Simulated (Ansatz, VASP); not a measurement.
**AlN in VASP and in Ansatz**

INCAR

```
PREC     = Accurate       # precision mode
ENCUT    = 520            # plane-wave cutoff, eV
EDIFF    = 1E-6           # SCF threshold, eV
ISMEAR   = 0              # smearing method
SIGMA    = 0.05           # smearing width, eV
LREAL    = F              # projectors in reciprocal space
LASPH    = T              # aspherical terms in the spheres
NELM     = 100            # most SCF steps
ALGO     = Normal         # electronic algorithm
ISIF     = 2              # what is computed and relaxed
LWAVE    = F              # write WAVECAR
LCHARG   = T              # write CHGCAR
GGA      = CA             # functional
LELF     = T              # ELF
LVHAR    = T            
NBANDS   = 16             # bands
```

The input KPOINTS:

```
Automatic mesh
0
Gamma
  9 9 6
```

POSCAR

```
AlN
1.0
    3.1403243997      0.0000000000      0.0000000000
   -1.5701621999      2.7196007063      0.0000000000
    0.0000000000      0.0000000000      5.0263297624
Al N
2 2
Direct
    0.3461934859      0.6923869718      0.0015212672
    0.6538065141      0.3076130282      0.5015212672
    0.3218578045      0.6437156091      0.3834787328
    0.6781421955      0.3562843909      0.8834787328
```

Input for Ansatz:

```yaml
crystal:
  lattice:
    - [3.1403243997, 0.0, 0.0]
    - [-1.5701621999, 2.7196007063, 0.0]
    - [0.0, 0.0, 5.0263297624]
  atoms:
    - { symbol: Al, position: [0.3461934859, 0.6923869718, 0.0015212672] }
    - { symbol: Al, position: [0.6538065141, 0.3076130282, 0.5015212672] }
    - { symbol: "N", position: [0.3218578045, 0.6437156091, 0.3834787328] }
    - { symbol: "N", position: [0.6781421955, 0.3562843909, 0.8834787328] }
basis:
  ecutwfc: 520.0
kpoints:
  mp_grid: { grid: [9, 9, 6] }
hamiltonian:
  xc: lda
scf:
  occupations: { method: gaussian, width: 0.05 }
output:
  forces: true
  stress: true
  eigenvalues: true
  write_density: true
  write_potential: true
  elf: true
  volumetric_format: npy
```

Change from the starting cell: mode 5 frozen in at +0.069 Å, equal normal strain along x, y and z +0.0167.

Alike in both runs: task single point; functional LDA; k mesh 9 × 9 × 6; occupations gaussian, width 0.05 eV; no spin polarisation.

|  | VASP | Ansatz |
| --- | --- | --- |
| version | VASP 6.6.1 | Ansatz 0.2.0 |
| potentials or method | VASP PAW LDA potentials, release 64 (Al, N), cutoff 520 eV | scalar-relativistic, plane waves, PAW |
| valence electrons in the cell | 16 | 16 |

```csv
,VASP,Ansatz,Ansatz less VASP
gap on the k mesh at the Fermi level (eV),3.93,3.92,-0.004
least direct gap on the mesh (eV),3.93,3.92,-0.004
pressure (GPa),-9.2,-9.6,-0.45
"traceless stress, the component that is largest in VASP (GPa)",-0.86,-0.89,-0.024
rms of the force components (eV/Å),0.186,0.186,+0.0001
```

LDA's correlation is that of Perdew and Zunger in VASP and of Perdew and Wang (1992) in Ansatz. Atom by atom the forces differ by 0.001 eV/Å (rms over components).
